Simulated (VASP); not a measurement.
The system is CdTe.

```
Cd Te
1.0
     0.00000    3.27994    3.27994
     3.27994    0.00000    3.27994
     3.27994    3.27994    0.00000
Cd Te
1 1
Direct
  0.00000 0.00000 0.00000
  0.25000 0.25000 0.25000
```

Base run:

- Program: VASP 6.6.1
- Functional: PBE
- Potentials or basis: VASP PAW PBE potentials, release 64 (Cd, Te)
- Cutoff: 520 eV
- k mesh: 4 × 4 × 4
- Occupations: gaussian, width 0.01 eV
- Spin: no spin polarisation

Its results: band gap on the k mesh 0.65 eV; pressure 1.3 GPa.

After a change of settings the same cell gave: band gap on the k mesh 1.44 eV; pressure 0.2 GPa. Which change was it?
A. further incar settings from ALGO = Normal; EDIFF = 1e-07; NBANDS = 16 to ALGO = Normal; EDIFF = 1e-06; NBANDS = 16
B. functional from PBE to HSE06
C. k mesh from 4 × 4 × 4 to 8 × 8 × 8; further incar settings from ALGO = Normal; EDIFF = 1e-07; NBANDS = 16 to ALGO = Normal; EDIFF = 1e-06; NBANDS = 16
D. functional from PBE to PBE0; further incar settings from ALGO = Normal; EDIFF = 1e-07; NBANDS = 16 to ALGO = Normal; EDIFF = 1e-06; NBANDS = 16

B.

Caveats: spin-orbit coupling is left out, which moves the levels of the heavy elements; semilocal functionals underestimate gaps, and a narrow one can read as zero (at least some runs); the PAW data sets were made with another functional, which shifts forces and pressure a little (at least some runs).
